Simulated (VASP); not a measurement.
# Sn (I4_1/amd) in VASP: notebook

Sn is run at these levels: PBE; tasks: single point.

Program: VASP 6.6.1. These are calculated values, not measurements. Logs are shortened: lines on timing, memory, paths and dates and some standing lists are left out, and cuts for length are marked.

## Step 1: The cell of the first run

The structure is tetragonal, space group I4_1/amd (No. 141). The conventional cell has a = 4.714 Å, b = 4.714 Å, c = 2.544 Å, α = 90.00°, β = 90.00°, γ = 90.00°. Within 3.2 Å of Sn (site symmetry -4m2) lie 10 Sn at 2.44 to 3.03 Å.

## Step 2: Single point, PBE

File INCAR:

```
SYSTEM = Sn
PREC = Accurate
ENCUT = 520
EDIFF = 1E-6
ISMEAR = -1
SIGMA = 0.08
LREAL = .False.
LASPH = .True.
NELM = 100
ALGO = Normal
ISIF = 2
LWAVE = .False.
LCHARG = .False.
GGA = PE
NBANDS = 21
```

File KPOINTS:

```
regular mesh
0
Gamma
  17 17 17
  0 0 0
```

File POSCAR:

```
Sn
1.0
   -2.3570481197      2.3570481197      1.2722271587
    2.3570481197     -2.3570481197      1.2722271587
    2.3570481197      2.3570481197     -1.2722271587
Sn
2
Direct
   -0.3750000000     -0.1250000000     -0.2500000000
    0.3750000000      0.1250000000      0.2500000000
```

Potentials or basis: VASP PAW PBE potentials, release 64 (Sn_d).

Command:

```console
$ cat potpaw_PBE.64/Sn_d/POTCAR > POTCAR
$ mpirun -np 1 vasp_std > vasp.out
```

OUTCAR:

```text
SYSTEM = Sn
   PREC = Accurate
   ENCUT = 520
   EDIFF = 1E-6
   ISMEAR = -1
   LREAL = .False.
   LASPH = .True.
   NELM = 100
   ISIF = 2
   GGA = PE

 ion  position               nearest neighbor table
   1  0.625  0.875  0.750-   2 2.44   2 2.44   2 2.44   2 2.44   2 3.03   2 3.03   2 3.03   2 3.03

   2  0.375  0.125  0.250-   1 2.44   1 2.44   1 2.44   1 2.44   1 3.03   1 3.03   1 3.03   1 3.03

  LATTYP: Found a body centered tetragonal cell.
 ALAT       =     4.7140962394
 C/A-ratio  =     0.5397544276

  Lattice vectors:

 A1 = (  -2.3570481197,   2.3570481197,   1.2722271587)
 A2 = (   2.3570481197,  -2.3570481197,   1.2722271587)
 A3 = (   2.3570481197,   2.3570481197,  -1.2722271587)

Analysis of symmetry for initial positions (statically):
=====================================================================
 Subroutine PRICEL returns:
 Original cell was already a primitive cell.

 Routine SETGRP: Setting up the symmetry group for a
 body centered tetragonal supercell.

 Subroutine GETGRP returns: Found 16 space group operations
 (whereof  4 operations were pure point group operations)
 out of a pool of 16 trial point group operations.

The static configuration has the point symmetry C_2h.
 The point group associated with its full space group is D_4h.

Analysis of symmetry for dynamics (positions and initial velocities):
=====================================================================
 Subroutine PRICEL returns:
 Original cell was already a primitive cell.

 Routine SETGRP: Setting up the symmetry group for a
 body centered tetragonal supercell.

 Subroutine GETGRP returns: Found 16 space group operations
 (whereof  4 operations were pure point group operations)
 out of a pool of 16 trial point group operations.

The dynamic configuration has the point symmetry C_2h.
 The point group associated with its full space group is D_4h.

 Subroutine INISYM returns: Found 16 space group operations
 (whereof  4 operations are pure point group operations),
 and found     1 'primitive' translations

----------------------------------------------------------------------------------------

                                     Primitive cell

  volume of cell :      28.2723

  direct lattice vectors                    reciprocal lattice vectors
    -2.357048120  2.357048120  1.272227159     0.000000000  0.212129738  0.393011575
     2.357048120 -2.357048120  1.272227159     0.212129738  0.000000000  0.393011575
     2.357048120  2.357048120 -1.272227159     0.212129738  0.212129738  0.000000000

  length of vectors
     3.567900450  3.567900450  3.567900450     0.446606229  0.446606229  0.299996752

  position of ions in fractional coordinates (direct lattice)
     0.625000000  0.875000000  0.750000000
     0.375000000  0.125000000  0.250000000

  ion indices of the primitive-cell ions
   primitive index   ion index
                 1           1
                 2           2

----------------------------------------------------------------------------------------

 KPOINTS: regular mesh

Automatic generation of k-mesh.
 Grid dimensions read from file:
 generate k-points for:   17   17   17

 Generating k-lattice:

  Cartesian coordinates                     Fractional coordinates (reciprocal lattice)
     0.000000000  0.012478220  0.023118328     0.058823529  0.000000000  0.000000000
     0.012478220  0.000000000  0.023118328     0.000000000  0.058823529  0.000000000
     0.012478220  0.012478220  0.000000000     0.000000000  0.000000000  0.058823529

  Length of vectors
     0.026270955  0.026270955  0.017646868

  Shift w.r.t. Gamma in fractional coordinates (k-lattice)
     0.000000000  0.000000000  0.000000000

 Subroutine IBZKPT returns following result:
 ===========================================

 Found    405 irreducible k-points:

 Following reciprocal coordinates:
            Coordinates               Weight
  0.000000  0.000000  0.000000      1.000000
  0.058824 -0.000000  0.000000      8.000000
  0.117647 -0.000000  0.000000      8.000000
  0.176471 -0.000000  0.000000      8.000000
  0.235294 -0.000000  0.000000      8.000000
  0.294118 -0.000000  0.000000      8.000000
[... 16 lines left out ...]
 -0.176471  0.058824 -0.000000     16.000000
 -0.117647  0.058824 -0.000000     16.000000
 [... further k-points ...]
   k-points           NKPTS =    405   k-points in BZ     NKDIM =    405   number of bands    NBANDS=     21
   number of dos      NEDOS =    301   number of ions     NIONS =      2
   total plane-waves  NPLWV =  21952
   dimension x,y,z NGX =    28 NGY =   28 NGZ =   28
   dimension x,y,z NGXF=    56 NGYF=   56 NGZF=   56
   ions per type =               2
   NGX,Y,Z   is equivalent  to a cutoff of  13.05, 13.05, 13.05 a.u.
   NGXF,Y,Z  is equivalent  to a cutoff of  26.09, 26.09, 26.09 a.u.
 SYSTEM =  Sn
   PREC   = accura    normal or accurate (medium, high low for compatibility)
   ISTART =      0    job   : 0-new  1-cont  2-samecut
   ICHARG =      2    charge: 1-file 2-atom 10-const
   ISPIN  =      1    spin polarized calculation?
   LNONCOLLINEAR =      F non collinear calculations
   LSORBIT =      F    spin-orbit coupling
   LASPH  =      T    aspherical Exc in radial PAW
   ENCUT  =  520.0 eV  38.22 Ry    6.18 a.u.   6.63  6.63  6.63*2*pi/ulx,y,z
   NELM   =    100;   NELMIN=  2; NELMDL= -5     # of ELM steps
   EDIFF  = 0.1E-05   stopping-criterion for ELM
   LREAL  =      F    real-space projection
   EDIFFG = 0.1E-04   stopping-criterion for IOM
   NSW    =      0    number of steps for IOM
   IBRION =     -1    ionic relax: 0-MD 1-quasi-New 2-CG
   NFREE  =      0    steps in history (QN), initial steepest desc. (CG)
   ISIF   =      2    stress and relaxation
   ISYM   =      2    0-nonsym 1-usesym 2-fastsym
   POTIM  = 0.5000    time-step for ionic-motion
   TEBEG  =    0.0;   TEEND  =   0.0 temperature during run
   PSTRESS=    0.0 pullay stress
   NELECT =      28.0000    total number of electrons
   NUPDOWN=      -1.0000    fix difference up-down
   EMIN   =  10.00;   EMAX   =-10.00  energy-range for DOS
   EFERMI =   0.00;   METHOD = LEGACY
   ISMEAR =    -1;   SIGMA  =   0.08  broadening in eV -4-tet -1-fermi 0-gaus
   EFERMI_NEDOS =   21; number of points for ismear=-14 and -15
   IALGO  =     38    algorithm
   IMIX   =      4    mixing-type and parameters
     AMIX     =   0.40;   BMIX     =  1.00
     AMIX_MAG =   1.60;   BMIX_MAG =  1.00
  volume/ion in A,a.u.               =      14.14        95.40
  Fermi-wavevector in a.u.,A,eV,Ry     =   1.631825  3.083703 36.230325  2.662854
  Thomas-Fermi vector in A             =   2.723897
   LORBIT       =      0    0 simple, 1 ext, 2 COOP (PROOUT), +10 PAW based schemes
   GGA     = PE    functional components
   LHFCALC =     F    Hartree Fock is set to
   AEXX    =    0.0000 exact exchange contribution
   IVDW    =     0    specifies the selected vdW correction
   LEPSILON=     F    determine dielectric tensor
   LRPA    =     F    only Hartree local field effects (RPA)
 non-spin polarized calculation
  energy-cutoff  :      520.00
  volume of cell :       28.27
 maximum number of plane-waves:       781
   NGX = 13   NGY = 13   NGZ = 13

 number of electron      28.0000012 magnetization

 Free energy of the ion-electron system (eV)
  ---------------------------------------------------
  ext. energy  EPLUGINS =         0.00000000
  ---------------------------------------------------
  free energy    TOTEN  =         0.57641535 eV

  energy without entropy =        0.58790376  energy(sigma->0) =        0.58215955

 E-fermi :  19.6849     XC(G=0): -13.7937

 val. band max:       19.6840851237   @ k =  -0.1765  -0.4706   0.0588
 cond. band min:      19.6988089273   @ k =  -0.4118  -0.4118   0.3529
 fundamental gap:      0.0147238035
 Fermi energy:        19.6848934361

 k-point     1 :       0.0000    0.0000    0.0000
  band No.  band energies     occupation
      1      -5.0227      2.00000
      2      -4.6488      2.00000
      3      -4.5611      2.00000
      4      -4.4523      2.00000
      5      -3.3601      2.00000
      6      -3.3601      2.00000
[... 13 lines left out ...]
     20      32.9829      0.00000
     21      32.9967      0.00000

 k-point     2 :       0.0588   -0.0000    0.0000
  band No.  band energies     occupation
      1      -5.0121      2.00000
      2      -4.6290      2.00000
      3      -4.5235      2.00000
      4      -4.3989      2.00000
      5      -3.4213      2.00000
      6      -3.4175      2.00000
[... 13 lines left out ...]
     20      30.8919      0.00000
     21      31.6902      0.00000

 k-point     3 :       0.1176   -0.0000    0.0000
  band No.  band energies     occupation
      1      -4.9784      2.00000
      2      -4.5721      2.00000
      3      -4.4204      2.00000
      4      -4.2536      2.00000
      5      -3.5381      2.00000
      6      -3.5072      2.00000
[... 13 lines left out ...]
     20      29.0959      0.00000
     21      30.5026      0.00000

 k-point     4 :       0.1765   -0.0000    0.0000
  band No.  band energies     occupation
      1      -4.9225      2.00000
      2      -4.4862      2.00000
      3      -4.2856      2.00000
      4      -4.0609      2.00000
      5      -3.6813      2.00000
      6      -3.5676      2.00000
[... 13 lines left out ...]
     20      29.4927      0.00000
     21      29.7501      0.00000

 k-point     5 :       0.2353   -0.0000    0.0000
  band No.  band energies     occupation
      1      -4.8544      2.00000
      2      -4.3883      2.00000
      3      -4.1877      2.00000
      4      -3.9163      2.00000
      5      -3.8250      2.00000
      6      -3.5431      2.00000
[... 13 lines left out ...]
     20      28.7389      0.00000
     21      30.7885      0.00000
[... 382 lines left out ...]
     20      29.4907      0.00000
     21      30.6013      0.00000

 k-point    22 :      -0.2353    0.0588    0.0000
  band No.  band energies     occupation
      1      -4.8775      2.00000
      2      -4.4327      2.00000
      3      -4.3109      2.00000
      4      -4.1071      2.00000
      5      -3.6606      2.00000
      6      -3.5033      2.00000
[... 13 lines left out ...]
     20      29.6177      0.00000
     21      30.3299      0.00000

 k-point    23 :      -0.1765    0.0588   -0.0000
  band No.  band energies     occupation
      1      -4.9401      2.00000
      2      -4.5267      2.00000
      3      -4.4350      2.00000
      4      -4.2804      2.00000
      5      -3.5283      2.00000
      6      -3.4704      2.00000
[... 13 lines left out ...]
     20      29.7775      0.00000
     21      31.3617      0.00000

 k-point    24 :      -0.1176    0.0588   -0.0000
  band No.  band energies     occupation
      1      -4.9847      2.00000
      2      -4.5967      2.00000
      3      -4.5318      2.00000
      4      -4.4134      2.00000
      5      -3.4216      2.00000
      6      -3.4007      2.00000
[... 13 lines left out ...]
     20      31.6116      0.00000
     21      32.4825      0.00000

 [... further k-points ...]

------------------------ aborting loop because EDIFF is reached ----------------------------------------

  FORCE on cell =-STRESS in cart. coord.  units (eV):
  Direction    XX          YY          ZZ          XY          YZ          ZX
  --------------------------------------------------------------------------------------
  -------------------------------------------------------------------------------------
  Total       31.7996740     31.7996740     31.8111495     -0.0000000     -0.0000000     -0.0000000
  in kB     1802.0701730   1802.0701730   1802.7204823     -0.0000000     -0.0000000     -0.0000000
  external PRESSURE =    1802.2869428 kB  Pullay stress =       0.0000000 kB

 VOLUME and BASIS-vectors are now :
 -----------------------------------------------------------------------------
  energy-cutoff  :      520.00
  volume of cell :       28.27
      direct lattice vectors                 reciprocal lattice vectors
    -2.357048120  2.357048120  1.272227159     0.000000000  0.212129738  0.393011575
     2.357048120 -2.357048120  1.272227159     0.212129738  0.000000000  0.393011575
     2.357048120  2.357048120 -1.272227159     0.212129738  0.212129738  0.000000000

 POSITION                                       TOTAL-FORCE (eV/Angst)
 -----------------------------------------------------------------------------------
      2.35705      1.17852      0.95417        -0.000000     -0.000000      0.000000
      0.00000      1.17852      0.31806         0.000000      0.000000     -0.000000
 -----------------------------------------------------------------------------------
    total drift:                                0.000000      0.000000     -0.000000

  FREE ENERGIE OF THE ION-ELECTRON SYSTEM (eV)
  ---------------------------------------------------
  free  energy   TOTEN  =         0.5764153534 eV

  energy  without entropy=        0.5879037560  energy(sigma->0) =        0.58215955
```

Run time: 4.6 min. Hardware: 1 thread of Intel Xeon Platinum 8259CL at 2.50GHz (Skylake/Cascade Lake), shared host; peak memory 0.31 GiB.

What came out:

| Item | Value |
| --- | --- |
| Free energy | 0.5764 eV |
| Pressure | 180.2 GPa |
| Band gap on the k mesh | zero (bands 14 and 15 overlap by 8.81 eV) |

Levels at points of the mesh, in eV from the Fermi level:
```tsv
k point	band 11	band 12	band 13	band 14	band 15	band 16	band 17	band 18
(0.00, 0.00, 0.00)	-18.37	-4.82	-4.82	-1.38	1.49	8.64	8.64	12.44
```

Caveat: the cell stands under pressure; spin-orbit coupling is left out, which moves the levels of the heavy elements.

## Step 3: Single point, PBE

File INCAR:

```
SYSTEM = Sn
PREC = Accurate ; ENCUT = 520
EDIFF = 1E-6 ; ISMEAR = -1
SIGMA = 0.08 ; LREAL = .FALSE.
LASPH = .TRUE. ; NELM = 80
ALGO = Normal ; ISIF = 2
LWAVE = .FALSE. ; LCHARG = .TRUE.
GGA = PE ; LELF = .TRUE.
LVHAR = .TRUE. ; NBANDS = 21
```

File KPOINTS:

```
Automatic mesh
0
G
  17 17 17
  0 0 0
```

File POSCAR:

```
Sn
1.0
   -2.3568332305      2.3568332305      1.2721173163
    2.3568332305     -2.3568332305      1.2721173163
    2.3568332305      2.3568332305     -1.2721173163
Sn
2
Direct
   -0.3750000000     -0.1250000000     -0.2500000000
    0.3750000000      0.1250000000      0.2500000000
```

Potentials or basis: VASP PAW PBE potentials, release 64 (Sn_d).

Command:

```console
$ cat potpaw_PBE.64/Sn_d/POTCAR > POTCAR
$ mpirun -np 1 vasp_std > vasp.out
```

Wall time 4.7 min (1 thread of Intel Xeon Platinum 8259CL at 2.50GHz (Skylake/Cascade Lake), shared host); peak memory 0.31 GiB.

Results (log left out):

```
Free energy            : 0.5850 eV
Pressure               : 180.4 GPa
Band gap on the k mesh : zero (bands 14 and 15 overlap by 8.82 eV)
```

Levels at points of the mesh, in eV from the Fermi level:
```csv
k point,band 12,band 13,band 14,band 15,band 16,band 17
"(0.00, 0.00, 0.00)",-4.82,-4.82,-1.38,1.49,8.64,8.64
```

Caveat: the cell stands under pressure; spin-orbit coupling is left out, which moves the levels of the heavy elements.
